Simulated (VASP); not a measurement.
A run of VASP 6.6.1:

File INCAR:

```
SYSTEM = CaB6
PREC = Accurate
ENCUT = 520
EDIFF = 1E-7
ISMEAR = 0
SIGMA = 0.1
LREAL = .FALSE.
LASPH = .TRUE.
NELM = 60
ALGO = Normal
ISIF = 2
LWAVE = .FALSE.
LCHARG = .TRUE.
GGA = PS
LELF = .TRUE.
LVHAR = .TRUE.
NBANDS = 23
```

Contents of KPOINTS:

```
regular mesh
0
G
  10 10 10
  0 0 0
```

Contents of POSCAR:

```
CaB6
1.0
    4.1682063630      0.0000000000      0.0000000000
    0.0000000000      4.1682063630      0.0000000000
    0.0000000000      0.0000000000      4.1682063630
Ca B
1 6
Direct
    0.5000000000      0.5000000000      0.5000000000
    0.0000000000      0.0000000000      0.2978031780
    0.0000000000      0.0000000000      0.7021968220
    0.2978031780      0.0000000000      0.0000000000
    0.7021968220      0.0000000000      0.0000000000
    0.0000000000      0.2978031780      0.0000000000
    0.0000000000      0.7021968220      0.0000000000
```

Potentials or basis: VASP PAW PBE potentials, release 64 (Ca_sv, B).

The run is started by

```bash
$ cat potpaw_PBE.64/Ca_sv/POTCAR potpaw_PBE.64/B/POTCAR > POTCAR
$ mpirun -np 1 vasp_std > vasp.out
```

Hardware: 1 thread of Intel(R) Xeon(R) 6975P-C (Granite Rapids) (shared host).

How long does it take, and how much memory?

Run time: 34 s on 1 thread of Intel(R) Xeon(R) 6975P-C (Granite Rapids), on a shared host, peak memory 0.22 GiB. Counts: scf iterations 15, k points 56.
